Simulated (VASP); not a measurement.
# Sn: single point with PBEsol

The system is Sn.

```xyz
1
Lattice="-1.7032 1.7516 2.3067 1.7032 -1.7516 2.3067 1.7032 1.7516 -2.3067" Properties=species:S:1:pos:R:3 pbc="T T T"
Sn    0.0000    0.0000    0.0000
```

```
Program             : VASP 6.6.1
Task                : single point
Functional          : PBEsol
Potentials or basis : VASP PAW PBE potentials, release 64 (Sn_d)
Cutoff              : 520 eV
k mesh              : 16 × 16 × 16
Occupations         : fermi-dirac, width 0.03 eV
Spin                : no spin polarisation
```

The pressure is -2.0 GPa and the band gap on the k mesh is zero (bands 7 and 8 overlap by 9.42 eV).

Stress tensor (GPa, compression positive):
```
-1.58  0.00  0.00
 0.00 -2.24  0.00
 0.00  0.00 -2.07
```

Levels at points of the mesh, in eV from the Fermi level:
```
           k point  band 4  band 5  band 6  band 7  band 8  band 9  band 10  band 11
(0.00, 0.00, 0.00)  -21.40  -21.36  -11.07    7.32    7.47    7.91    10.67    11.37
(0.50, 0.00, 0.00)  -21.32  -21.29   -6.92   -4.62    5.45    6.23    10.00    10.14
(0.00, 0.50, 0.00)  -21.30  -21.30   -6.66   -4.55    5.01    5.91     9.49     9.83
(0.50, 0.50, 0.00)  -21.30  -21.27   -5.20   -3.76    2.11    2.49     5.64     5.99
(0.50, 0.50, 0.50)  -21.28  -21.28   -4.39   -3.23    1.22    1.88     4.68     5.52
```

It took 76 s on 1 thread of Intel(R) Xeon(R) 6975P-C (Granite Rapids), with other jobs on the host, peak memory 0.32 GiB.

Caveat: the PAW data sets were made with another functional, which shifts forces and pressure a little; spin-orbit coupling is left out, which moves the levels of the heavy elements.
